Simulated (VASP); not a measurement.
# CaS (Oldhamite) (Fm-3m) in VASP: a series of runs, part 2 of 2

VASP 6.6.1. Earlier steps stand in the parts before.

**3. Relaxation of cell and atoms, r2SCAN**

This run uses another cell than the first one, of 23.30 Å³/atom, 1.009 times its volume.

POSCAR reads:

```
CaS
1.0
    0.0000000000      2.8560321311      2.8560321311
    2.8560321311      0.0000000000      2.8560321311
    2.8560321311      2.8560321311      0.0000000000
Ca S
1 1
Direct
    0.0000000000      0.0000000000      0.0000000000
    0.5000000000      0.5000000000      0.5000000000
```

INCAR.step1 reads:

```
ALGO = Normal ; EDIFF = 1E-5
EDIFFG = -0.005 ; ENCUT = 550
GGA = PE ; GGA_COMPAT = False
IBRION = 2 ; ISIF = 3
ISMEAR = -1 ; LASPH = True
LCHARG = False ; LREAL = False
LWAVE = True ; NELM = 120
NELMIN = 4 ; NSW = 100
PREC = Accurate ; SIGMA = 0.02
```

INCAR.step2 reads:

```
ALGO = Normal ; EDIFF = 1E-7
EDIFFG = -0.005 ; ENCUT = 550
GGA_COMPAT = False ; IBRION = 2
ISIF = 3 ; ISMEAR = -1
ISTART = 1 ; LASPH = True
LCHARG = False ; LMIXTAU = True
LREAL = False ; LWAVE = False
METAGGA = R2SCAN ; NELM = 120
NELMIN = 4 ; NSW = 80
PREC = Accurate ; SIGMA = 0.02
```

KPOINTS reads:

```
k-points
0
Gamma
  8 8 8
```

Potentials or basis: VASP PAW PBE potentials, release 64 (Ca_sv, S).

Command:

```bash
$ cat potpaw_PBE.64/Ca_sv/POTCAR potpaw_PBE.64/S/POTCAR > POTCAR
$ cp INCAR.step1 INCAR
$ mpirun -np 1 vasp_std > vasp.out
$ cp INCAR.step2 INCAR
$ mpirun -np 1 vasp_std > vasp.out
```

OUTCAR:

```text
EDIFF = 1E-7
   EDIFFG = -0.005
   ENCUT = 550
   IBRION = 2
   ISIF = 3
   ISMEAR = -1
   ISTART = 1
   LASPH = True
   LREAL = False
   METAGGA = R2SCAN
   NELM = 120
   NELMIN = 4
   NSW = 80
   PREC = Accurate

 ion  position               nearest neighbor table
   1  0.000  0.000  0.000-   2 2.86   2 2.86   2 2.86   2 2.86   2 2.86   2 2.86
   2  0.500  0.500  0.500-   1 2.86   1 2.86   1 2.86   1 2.86   1 2.86   1 2.86

  LATTYP: Found a face centered cubic cell.
 ALAT       =     5.7120642622

  Lattice vectors:

 A1 = (   0.0000000000,   2.8560321311,   2.8560321311)
 A2 = (   2.8560321311,   0.0000000000,   2.8560321311)
 A3 = (   2.8560321311,   2.8560321311,   0.0000000000)

Analysis of symmetry for initial positions (statically):
=====================================================================
 Subroutine PRICEL returns:
 Original cell was already a primitive cell.

 Routine SETGRP: Setting up the symmetry group for a
 face centered cubic supercell.

 Subroutine GETGRP returns: Found 48 space group operations
 (whereof 48 operations were pure point group operations)
 out of a pool of 48 trial point group operations.

The static configuration has the point symmetry O_h .

[... 169 lines left out ...]
  in kB       -2.2389604     -2.2389604     -2.2389604      0.0000000      0.0000000      0.0000000
  external PRESSURE =      -2.2389604 kB  Pullay stress =       0.0000000 kB
[... 59 lines left out ...]
--------------------------------------- Ionic step        3  -------------------------------------------

 number of electron      16.0000000 magnetization

 Free energy of the ion-electron system (eV)
  ---------------------------------------------------
  ext. energy  EPLUGINS =         0.00000000
  ---------------------------------------------------
  free energy    TOTEN  =       -19.94245236 eV

  energy without entropy =      -19.94245236  energy(sigma->0) =      -19.94245236

 E-fermi :   2.9067     XC(G=0):  -9.7584

 val. band max:        2.4504199421   @ k =   0.0000   0.0000   0.0000
 cond. band min:       5.2657634153   @ k =   0.5000   0.5000   0.0000
 fundamental gap:      2.8153434732
 Fermi energy:         2.9066661608

 k-point     1 :       0.0000    0.0000    0.0000
  band No.  band energies     occupation
      1     -38.2878      2.00000
      2     -18.3871      2.00000
      3     -18.3871      2.00000
      4     -18.3871      2.00000
      5      -9.3265      2.00000
      6       2.4504      2.00000
      7       2.4504      2.00000
      8       2.4504      2.00000
      9       7.1241      0.00000
     10       7.1241      0.00000
     11       7.1241      0.00000
     12       7.3401      0.00000
[... 331 lines left out ...]
 k-point    24 :      -0.3750    0.2500    0.1250
  band No.  band energies     occupation
      1     -38.2751      2.00000
      2     -18.5222      2.00000
      3     -18.4349      2.00000
      4     -18.4121      2.00000
      5      -8.5400      2.00000
      6      -0.1733      2.00000
      7       0.9561      2.00000
      8       1.2862      2.00000
      9       7.9789      0.00000
     10       8.3143      0.00000
     11       9.4956      0.00000
     12       9.8362      0.00000

 [... further k-points ...]
[... 5 lines left out ...]
  --------------------------------------------------------------------------------------
  -------------------------------------------------------------------------------------
  Total        0.0009527      0.0009527      0.0009527     -0.0000000      0.0000000     -0.0000000
  in kB        0.0328808      0.0328808      0.0328808     -0.0000000      0.0000000     -0.0000000
  external PRESSURE =       0.0328808 kB  Pullay stress =       0.0000000 kB
[... 17 lines left out ...]
  FREE ENERGIE OF THE ION-ELECTRON SYSTEM (eV)
  ---------------------------------------------------
  free  energy   TOTEN  =       -19.9424523600 eV

  energy  without entropy=      -19.9424523600  energy(sigma->0) =      -19.94245236

 reached required accuracy - stopping structural energy minimisation
```

OSZICAR.step1:

```text
N       E                     dE             d eps       ncg     rms          rms(c)
DAV:   1     0.114598650458E+03    0.11460E+03   -0.79143E+03   696   0.129E+03
DAV:   2    -0.471140737507E+01   -0.11931E+03   -0.11317E+03   796   0.291E+02
DAV:   3    -0.103283580557E+02   -0.56170E+01   -0.54546E+01   888   0.608E+01
DAV:   4    -0.106201439982E+02   -0.29179E+00   -0.29144E+00  1220   0.125E+01
DAV:   5    -0.106233573317E+02   -0.32133E-02   -0.32129E-02   876   0.133E+00    0.504E+00
DAV:   6    -0.103647013401E+02    0.25866E+00   -0.65062E-01   872   0.409E+00    0.348E+00
DAV:   7    -0.103588853239E+02    0.58160E-02   -0.15476E-01  1092   0.249E+00    0.174E+00
DAV:   8    -0.103650678111E+02   -0.61825E-02   -0.21930E-02   844   0.139E+00    0.160E-01
DAV:   9    -0.103650813102E+02   -0.13499E-04   -0.20074E-03   904   0.387E-01    0.103E-01
DAV:  10    -0.103653673740E+02   -0.28606E-03   -0.58541E-04  1020   0.199E-01    0.314E-02
DAV:  11    -0.103653979194E+02   -0.30545E-04   -0.15025E-04   916   0.121E-01    0.212E-02
DAV:  12    -0.103653969532E+02    0.96619E-06   -0.97163E-06   680   0.246E-02
   1 F= -.10365397E+02 E0= -.10365397E+02  d E =-.103654E+02
       N       E                     dE             d eps       ncg     rms          rms(c)
DAV:   1    -0.103665015387E+02   -0.11036E-02   -0.30495E-02   780   0.189E+00    0.216E-01
DAV:   2    -0.103656995458E+02    0.80199E-03   -0.21828E-03   884   0.470E-01    0.996E-02
DAV:   3    -0.103654445701E+02    0.25498E-03   -0.10908E-03  1208   0.302E-01    0.438E-02
DAV:   4    -0.103654500858E+02   -0.55157E-05   -0.26770E-05   848   0.598E-02
   2 F= -.10365450E+02 E0= -.10365450E+02  d E =-.531326E-04
```

Run time: 94 s. Hardware: 1 thread of Intel Xeon 6975P-C (Granite Rapids), shared host; peak memory 0.2 GiB.

What came out:

```
Free energy                            : -19.9425 eV
Relaxed volume                         : 23.21 Å³/atom
Relaxed cell                           : a = 4.034 Å, b = 4.034 Å, c = 4.034 Å, α = 60.00°, β = 60.00°, γ = 60.00°
Space group after relaxing (to 0.05 Å) : Fm-3m (No. 225)
Energy gained by relaxing              : 0.1 meV/atom
Ionic steps                            : 3
Pressure after relaxing                : 0.0 GPa
Band gap on the k mesh                 : 2.82 eV, indirect (least direct gap 3.64 eV)
```

The path:
```csv
step,energy change (eV),largest force (eV/Å),pressure (GPa),volume (Å³)
1,0.0000,0.0000,-0.22,46.59
2,-0.0001,0.0000,0.06,46.37
3,-0.0001,0.0000,0.00,46.42
```

Final structure:
```
Ca S
1.0
     0.00000    2.85250    2.85250
     2.85250    0.00000    2.85250
     2.85250    2.85250    0.00000
Ca S
1 1
Direct
  0.00000 0.00000 0.00000
  0.50000 0.50000 0.50000
```

Caveat: the PAW data sets were made with another functional, which shifts forces and pressure a little.

**4. Single point, LDA**

This run uses another cell than the first one, of 21.54 Å³/atom, 0.932 times its volume.

INCAR reads:

```
SYSTEM = CaS
ALGO     = Normal         ! electronic algorithm
EDIFF    = 1E-6           ! SCF threshold, eV
ENCUT    = 500            ! plane-wave cutoff, eV
GGA      = CA             ! functional
GGA_COMPAT= .False.      
ISIF     = 2              ! what is computed and relaxed
ISMEAR   = -1             ! smearing method
LASPH    = .True.         ! aspherical terms in the spheres
LCHARG   = .False.        ! write CHGCAR
LREAL    = .False.        ! projectors in reciprocal space
LWAVE    = .False.        ! write WAVECAR
NBANDS   = 15             ! bands
NELM     = 120            ! most SCF steps
PREC     = Accurate       ! precision mode
SIGMA    = 0.02           ! smearing width, eV
```

KPOINTS reads:

```
k-points
0
Gamma
  8 8 8
  0 0 0
```

POSCAR reads:

```
CaS
1.0
    0.0000000000      2.7822621125      2.7822621125
    2.7822621125      0.0000000000      2.7822621125
    2.7822621125      2.7822621125      0.0000000000
Ca S
1 1
Direct
    0.0000000000      0.0000000000      0.0000000000
    0.5000000000      0.5000000000      0.5000000000
```

Potentials or basis: VASP PAW LDA potentials, release 64 (Ca_sv, S).

Command:

```bash
$ cat potpaw_LDA.64/Ca_sv/POTCAR potpaw_LDA.64/S/POTCAR > POTCAR
$ mpirun -np 1 vasp_std > vasp.out
```

OUTCAR:

```text
SYSTEM = CaS
   EDIFF = 1E-6
   ENCUT = 500
   GGA = CA
   ISIF = 2
   ISMEAR = -1
   LASPH = .True.
   LREAL = .False.
   NELM = 120
   PREC = Accurate

 ion  position               nearest neighbor table
   1  0.000  0.000  0.000-   2 2.78   2 2.78   2 2.78   2 2.78   2 2.78   2 2.78
   2  0.500  0.500  0.500-   1 2.78   1 2.78   1 2.78   1 2.78   1 2.78   1 2.78

  LATTYP: Found a face centered cubic cell.
 ALAT       =     5.5645242250

  Lattice vectors:

 A1 = (   0.0000000000,   2.7822621125,   2.7822621125)
 A2 = (   2.7822621125,   0.0000000000,   2.7822621125)
 A3 = (   2.7822621125,   2.7822621125,   0.0000000000)

Analysis of symmetry for initial positions (statically):
=====================================================================
 Subroutine PRICEL returns:
 Original cell was already a primitive cell.

 Routine SETGRP: Setting up the symmetry group for a
 face centered cubic supercell.

 Subroutine GETGRP returns: Found 48 space group operations
 (whereof 48 operations were pure point group operations)
 out of a pool of 48 trial point group operations.

The static configuration has the point symmetry O_h .

Analysis of symmetry for dynamics (positions and initial velocities):
=====================================================================
 Subroutine PRICEL returns:
 Original cell was already a primitive cell.

 Routine SETGRP: Setting up the symmetry group for a
 face centered cubic supercell.

 Subroutine GETGRP returns: Found 48 space group operations
 (whereof 48 operations were pure point group operations)
 out of a pool of 48 trial point group operations.

The dynamic configuration has the point symmetry O_h .

 Subroutine INISYM returns: Found 48 space group operations
 (whereof 48 operations are pure point group operations),
 and found     1 'primitive' translations

----------------------------------------------------------------------------------------

                                     Primitive cell

[... 114 lines left out ...]
   LORBIT       =      0    0 simple, 1 ext, 2 COOP (PROOUT), +10 PAW based schemes
   GGA     = CA    functional components
   LHFCALC =     F    Hartree Fock is set to
   AEXX    =    0.0000 exact exchange contribution
   IVDW    =     0    specifies the selected vdW correction
   LEPSILON=     F    determine dielectric tensor
   LRPA    =     F    only Hartree local field effects (RPA)
 non-spin polarized calculation
  energy-cutoff  :      500.00
  volume of cell :       43.07
 maximum number of plane-waves:      1108
 NGX is ok and might be reduce to    30
   NGX = 15   NGY = 15   NGZ = 15

 number of electron      15.9999997 magnetization

 Free energy of the ion-electron system (eV)
  ---------------------------------------------------
  ext. energy  EPLUGINS =         0.00000000
  ---------------------------------------------------
  free energy    TOTEN  =       -11.43337188 eV

  energy without entropy =      -11.43337188  energy(sigma->0) =      -11.43337188

 E-fermi :   3.5355     XC(G=0):  -9.9974

 val. band max:        3.0806776005   @ k =   0.0000   0.0000   0.0000
 cond. band min:       5.0432232750   @ k =   0.5000   0.5000   0.0000
 fundamental gap:      1.9625456746
 Fermi energy:         3.5355087236

 k-point     1 :       0.0000    0.0000    0.0000
  band No.  band energies     occupation
      1     -35.4343      2.00000
      2     -16.7209      2.00000
      3     -16.7209      2.00000
      4     -16.7209      2.00000
      5      -8.4526      2.00000
      6       3.0807      2.00000
      7       3.0807      2.00000
      8       3.0807      2.00000
      9       7.0139      0.00000
     10       7.0139      0.00000
     11       7.0139      0.00000
     12       7.4142      0.00000
     13       7.7195      0.00000
     14       7.7195      0.00000
[... 401 lines left out ...]
      2     -16.9191      2.00000
      3     -16.7917      2.00000
      4     -16.7580      2.00000
      5      -7.5113      2.00000
      6       0.1673      2.00000
      7       1.4001      2.00000
      8       1.7454      2.00000
      9       7.9680      0.00000
     10       8.3074      0.00000
     11       9.5798      0.00000
     12       9.9947      0.00000
     13      10.2782      0.00000
     14      11.2544      0.00000
     15      12.7427      0.00000

 [... further k-points ...]
[... 5 lines left out ...]
  --------------------------------------------------------------------------------------
  -------------------------------------------------------------------------------------
  Total        0.0642712      0.0642712      0.0642712     -0.0000000      0.0000000      0.0000000
  in kB        2.3905793      2.3905793      2.3905793     -0.0000000      0.0000000      0.0000000
  external PRESSURE =       2.3905793 kB  Pullay stress =       0.0000000 kB

 VOLUME and BASIS-vectors are now :
 -----------------------------------------------------------------------------
  energy-cutoff  :      500.00
  volume of cell :       43.07
      direct lattice vectors                 reciprocal lattice vectors
     0.000000000  2.782262113  2.782262113    -0.179709883  0.179709883  0.179709883
     2.782262113  0.000000000  2.782262113     0.179709883 -0.179709883  0.179709883
     2.782262113  2.782262113  0.000000000     0.179709883  0.179709883 -0.179709883

 POSITION                                       TOTAL-FORCE (eV/Angst)
 -----------------------------------------------------------------------------------
      0.00000      0.00000      0.00000        -0.000000      0.000000     -0.000000
      2.78226      2.78226      2.78226         0.000000     -0.000000      0.000000
 -----------------------------------------------------------------------------------
    total drift:                               -0.000000      0.000000      0.000000

  FREE ENERGIE OF THE ION-ELECTRON SYSTEM (eV)
  ---------------------------------------------------
  free  energy   TOTEN  =       -11.4333718770 eV

  energy  without entropy=      -11.4333718770  energy(sigma->0) =      -11.43337188
```

OSZICAR:

```text
N       E                     dE             d eps       ncg     rms          rms(c)
DAV:   1     0.106226106512E+03    0.10623E+03   -0.75832E+03   870   0.988E+02
DAV:   2    -0.705039193182E+01   -0.11328E+03   -0.10682E+03  1101   0.249E+02
DAV:   3    -0.115524332959E+02   -0.45020E+01   -0.44711E+01  1161   0.483E+01
DAV:   4    -0.117251828169E+02   -0.17275E+00   -0.17264E+00  1268   0.825E+00
DAV:   5    -0.117269291175E+02   -0.17463E-02   -0.17463E-02  1167   0.785E-01    0.526E+00
DAV:   6    -0.114687439926E+02    0.25819E+00   -0.34534E-01  1045   0.314E+00    0.345E+00
DAV:   7    -0.114368231125E+02    0.31921E-01   -0.81410E-02  1123   0.191E+00    0.167E+00
DAV:   8    -0.114336114241E+02    0.32117E-02   -0.11924E-02  1087   0.992E-01    0.255E-01
DAV:   9    -0.114333400140E+02    0.27141E-03   -0.81640E-04  1052   0.300E-01    0.650E-02
DAV:  10    -0.114333683014E+02   -0.28287E-04   -0.13572E-04  1286   0.858E-02    0.187E-02
DAV:  11    -0.114333718637E+02   -0.35623E-05   -0.10415E-05  1017   0.315E-02    0.588E-03
DAV:  12    -0.114333718770E+02   -0.13273E-07   -0.22195E-07   680   0.396E-03
   1 F= -.11433372E+02 E0= -.11433372E+02  d E =-.739456E-12
```

stdout:

```text
POSCAR found type information on POSCAR CaS
 POSCAR found :  2 types and       2 ions
 scaLAPACK will be used
 LDA part: xc-table for (Slater(with rela. corr.)+CA(PZ))
 , standard interpolation
 POSCAR, INCAR and KPOINTS ok, starting setup
 FFT: planning ... GRIDC
 FFT: planning ... GRID_SOFT
 FFT: planning ... GRID
 WAVECAR not read
 entering main loop
```

Run time: 9.8 s. Hardware: 1 thread of Intel Xeon 6975P-C (Granite Rapids), shared host; peak memory 0.15 GiB.

Results:

| Property | Result |
| --- | --- |
| Free energy | -11.4334 eV |
| Pressure | 0.2 GPa |
| Band gap on the k mesh | 1.96 eV, indirect (least direct gap 2.83 eV) |

**5. Relaxation of cell and atoms, LDA**

This run uses another cell than the first one, of 23.30 Å³/atom, 1.009 times its volume.

INCAR reads:

```
  ALGO = Normal
  EDIFF = 1E-7
  EDIFFG = -0.005
  ENCUT = 500
  GGA_COMPAT = False
  IBRION = 2
  ISIF = 3
  ISMEAR = -1
  LASPH = True
  LCHARG = False
  LREAL = False
  LWAVE = False
  NELM = 120
  NELMIN = 4
  NSW = 80
  PREC = Accurate
  SIGMA = 0.02
```

KPOINTS reads:

```
k-points
0
Gamma
  8 8 8
```

POSCAR reads:

```
CaS
1.0
    0.0000000000      2.8560321311      2.8560321311
    2.8560321311      0.0000000000      2.8560321311
    2.8560321311      2.8560321311      0.0000000000
Ca S
1 1
Direct
    0.0000000000      0.0000000000      0.0000000000
    0.5000000000      0.5000000000      0.5000000000
```

Command:

```bash
$ cat potpaw_LDA.64/Ca_sv/POTCAR potpaw_LDA.64/S/POTCAR > POTCAR
$ mpirun -np 1 vasp_std > vasp.out
```

Wall time 20 s (1 thread of Intel Xeon 6975P-C (Granite Rapids), shared host); peak memory 0.16 GiB.

Results (log left out):

```yaml
Free_energy: -11.4347 eV
Relaxed_volume: 21.61 Å³/atom
Relaxed_cell: a = 3.939 Å, b = 3.939 Å, c = 3.939 Å, α = 60.00°, β = 60.00°, γ = 60.00°
Space_group_after_relaxing_to_0.05_Å: Fm-3m (No. 225)
Energy_gained_by_relaxing: 24.2 meV/atom
Ionic_steps: 3
Pressure_after_relaxing: 0.0 GPa
Band_gap_on_the_k_mesh: 1.97 eV, indirect (least direct gap 2.84 eV)
```

Step by step:
| step | energy change (eV) | largest force (eV/Å) | pressure (GPa) | volume (Å³) |
| --- | --- | --- | --- | --- |
| 1 | 0.0000 | 0.0000 | -4.33 | 46.59 |
| 2 | -0.0455 | 0.0000 | 1.26 | 42.47 |
| 3 | -0.0485 | 0.0000 | 0.01 | 43.23 |

Final structure:
```xyz
2
Lattice="0.0000 2.7856 2.7856 2.7856 0.0000 2.7856 2.7856 2.7856 0.0000" Properties=species:S:1:pos:R:3 pbc="T T T"
Ca    0.0000    0.0000    0.0000
S     2.7856    2.7856    2.7856
```

Levels at points of the mesh, in eV from the valence-band top:
```tsv
k point	band 4	band 5	band 6	band 7	band 8	band 9	band 10	band 11	band 12
(0.00, 0.00, 0.00)	-19.81	-11.52	0.00	0.00	0.00	3.94	3.94	3.94	4.31
(0.50, 0.00, 0.00)	-19.83	-10.52	-3.42	-1.34	-1.34	5.15	6.10	6.21	6.21
(0.50, 0.50, 0.00)	-19.88	-10.81	-2.45	-0.87	-0.87	1.97	5.58	6.10	6.88
```

A k mesh can miss the band edges. Expect the measured gap to be larger: semilocal functionals such as LDA lack the derivative discontinuity.

**6. Summary**

```tsv
task	level	potentials or basis	cell	cutoff (eV)	gap on the mesh (eV)	pressure (GPa)	relaxed volume (Å³/atom)
single point	r2SCAN	VASP PAW PBE potentials, release 64 (Ca_sv, S)	a = 4.028 Å, angles 60.0°, 2 atoms	550	2.80	0.3	-
relaxation of cell and atoms	r2SCAN	VASP PAW PBE potentials, release 64 (Ca_sv, S)	relaxed from a = 4.039 Å, angles 60.0°, 2 atoms	550	2.82	0.0	23.21
single point	LDA	VASP PAW LDA potentials, release 64 (Ca_sv, S)	a = 3.935 Å, angles 60.0°, 2 atoms	500	1.96	0.2	-
relaxation of cell and atoms	LDA	VASP PAW LDA potentials, release 64 (Ca_sv, S)	relaxed from a = 4.039 Å, angles 60.0°, 2 atoms	500	1.97	0.0	21.61
```

Alike in all rows: no spin polarisation; k mesh 8 × 8 × 8; smearing fermi-dirac 0.02 eV.

Caveats: the PAW data sets were made with another functional, which shifts forces and pressure a little (some runs).

Absolute energies hang on the potentials; compare differences alone.
